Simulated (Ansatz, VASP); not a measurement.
## One calculation of MoS2, two programs

File INCAR:

```
SYSTEM = MoS2
PREC = Accurate
ENCUT = 500
EDIFF = 1E-6
ISMEAR = 0
SIGMA = 0.05
LREAL = .FALSE.
LASPH = .TRUE.
NELM = 200
ALGO = Normal
ISIF = 2
LWAVE = .FALSE.
LCHARG = .TRUE.
ISPIN = 2
MAGMOM = 2 2 0 0 0 0
LORBIT = 11
LMAXMIX = 4
GGA = PS
LELF = .TRUE.
LVHAR = .TRUE.
NBANDS = 39
GGA_COMPAT = .FALSE.
```

The input KPOINTS:

```
regular mesh
0
G
  8 8 2
  0 0 0
```

File POSCAR:

```
MoS2
1.0
    3.1610015200      0.0000000000      0.0000000000
   -1.5805007600      2.7375076200      0.0000000000
    0.0000000000      0.0000000000     12.2949997000
Mo S
2 4
Direct
    0.3333333333      0.6666666667      0.2500000000
    0.6666666667      0.3333333333      0.7500000000
    0.3333333333      0.6666666667      0.6275000000
    0.6666666667      0.3333333333      0.1275000000
    0.3333333333      0.6666666667      0.8725000000
    0.6666666667      0.3333333333      0.3725000000
```

Input for Ansatz:

```yaml
crystal:
  lattice:
    - [3.16100152, 0.0, 0.0]
    - [-1.58050076, 2.73750762, 0.0]
    - [0.0, 0.0, 12.2949997]
  atoms:
    - { symbol: Mo, position: [0.3333333333, 0.6666666667, 0.25], spin: 2.0 }
    - { symbol: Mo, position: [0.6666666667, 0.3333333333, 0.75], spin: 2.0 }
    - { symbol: S, position: [0.3333333333, 0.6666666667, 0.6275] }
    - { symbol: S, position: [0.6666666667, 0.3333333333, 0.1275] }
    - { symbol: S, position: [0.3333333333, 0.6666666667, 0.8725] }
    - { symbol: S, position: [0.6666666667, 0.3333333333, 0.3725] }
basis:
  ecutwfc: 420
  ecutrho_ratio: 4
kpoints:
  mp_grid: { grid: [8, 8, 2] }
hamiltonian:
  xc: pbesol
scf:
  occupations: { method: gaussian, width: 0.05 }
output:
  forces: true
  stress: true
  eigenvalues: true
  populations: true
  hubbard: { sites: [{ site: 0, l: d }, { site: 1, l: d }] }
magnetization:
  spin_polarized: true
```

Alike in both runs: task single point; functional PBEsol; k mesh 8 × 8 × 2; occupations gaussian, width 0.05 eV; collinear spin.

|  | VASP | Ansatz |
| --- | --- | --- |
| version | VASP 6.6.1 | Ansatz 0.2.0 |
| potentials or method | VASP PAW PBE potentials, release 64 (Mo_sv, S), cutoff 500 eV | scalar-relativistic, plane waves, PAW |
| valence electrons in the cell | 52 | 52 |

Ansatz gave:

- gap on the k mesh at the Fermi level (eV): 0.90
- least direct gap on the mesh (eV): 1.93
- pressure (GPa): 3.9
- traceless stress, the component that is largest in VASP (GPa): 4.89
- rms of the force components (eV/Å): 0.442
- net moment per atom (μB): 0.00

**Question.** Estimate VASP's values.

**Answer.** gap on the k mesh at the Fermi level (eV): 0.92; least direct gap on the mesh (eV): 1.94; pressure (GPa): 3.8; traceless stress, the component that is largest in VASP (GPa): 4.87; rms of the force components (eV/Å): 0.441; net moment per atom (μB): 0.00.

VASP's potentials were made for PBE, not for PBEsol. Atom by atom the forces differ by 0.001 eV/Å (rms over components). With one functional, cell and mesh, what is left measures potentials, basis and numerics. Ansatz's warnings: seeded moment not kept.
